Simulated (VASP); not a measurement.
Runs of VASP 6.6.1 on Pd. It takes space group Fm-3m (No. 225, cubic). The conventional cell has a = 3.877 Å, b = 3.877 Å, c = 3.877 Å, α = 90.00°, β = 90.00°, γ = 90.00°. Pd (site symmetry m-3m) has 12 Pd at 2.74 Å within 3.6 Å. 

```tsv
level	potentials or basis	cutoff (eV)	gap on the mesh (eV)	pressure (GPa)
r2SCAN	VASP PAW PBE potentials, release 64 (Pd)	520	none	(a)
PBE	VASP PAW PBE potentials, release 64 (Pd)	500	none	9.5
PBEsol	VASP PAW PBE potentials, release 64 (Pd)	520	none	-0.5
LDA	VASP PAW LDA potentials, release 64 (Pd)	500	none	-5.8
```

Alike in all rows: task single point; no spin polarisation; cell as given; k mesh 13 × 13 × 13; smearing fermi-dirac 0.05 eV.

**Question.** Fill in the values left out.

**Answer.** (a) 5.6.

Caveats: the PAW data sets were made with another functional, which shifts forces and pressure a little (some runs).

A k mesh can miss the band edges, and the runs leave out spin-orbit coupling on Pd.

A gap of «none» marks levels without a gap at the run's occupations.
